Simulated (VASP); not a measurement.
Here is a VASP 6.6.1 calculation.

Contents of INCAR:

```
SYSTEM = CoO
ALGO     = Normal         ! electronic algorithm
EDIFF    = 1E-6           ! SCF threshold, eV
ENCUT    = 520            ! plane-wave cutoff, eV
GGA      = PS             ! functional
ISIF     = 2              ! what is computed and relaxed
ISMEAR   = 0              ! smearing method
ISPIN    = 2              ! spin polarisation
LASPH    = .TRUE.         ! aspherical terms in the spheres
LCHARG   = .TRUE.         ! write CHGCAR
LELF     = .TRUE.         ! ELF
LMAXMIX  = 4              ! l up to which the mixer works
LORBIT   = 11             ! projections on sites
LREAL    = .FALSE.        ! projectors in reciprocal space
LVHAR    = .TRUE.       
LWAVE    = .FALSE.        ! write WAVECAR
MAGMOM   = 1.4 0.13       ! initial moments
NBANDS   = 18             ! bands
NELM     = 150            ! most SCF steps
NUPDOWN  = 1.5            ! fixed moment
PREC     = Accurate       ! precision mode
SIGMA    = 0.1            ! smearing width, eV
```

File KPOINTS:

```
k-points
0
G
  16 16 16
  0 0 0
```

Contents of POSCAR:

```
CoO
1.0
    0.0000000000      2.1744804960      2.1744804960
    2.1744804960      0.0000000000      2.1744804960
    2.1744804960      2.1744804960      0.0000000000
Co O
1 1
Direct
    0.0000000000      0.0000000000      0.0000000000
    0.2500000000      0.2500000000      0.2500000000
```

Potentials or basis: VASP PAW PBE potentials, release 64 (Co, O).

Run with:

```sh
$ cat potpaw_PBE.64/Co/POTCAR potpaw_PBE.64/O/POTCAR > POTCAR
$ mpirun -np 1 vasp_std > vasp.out
```

What does it give for the pressure?

-2.9 GPa.

Caveat: the PAW data sets were made with another functional, which shifts forces and pressure a little; the total moment is fixed, so each spin has its own Fermi level; a cell with one magnetic atom can't hold antiferromagnetic order, which such compounds often take.
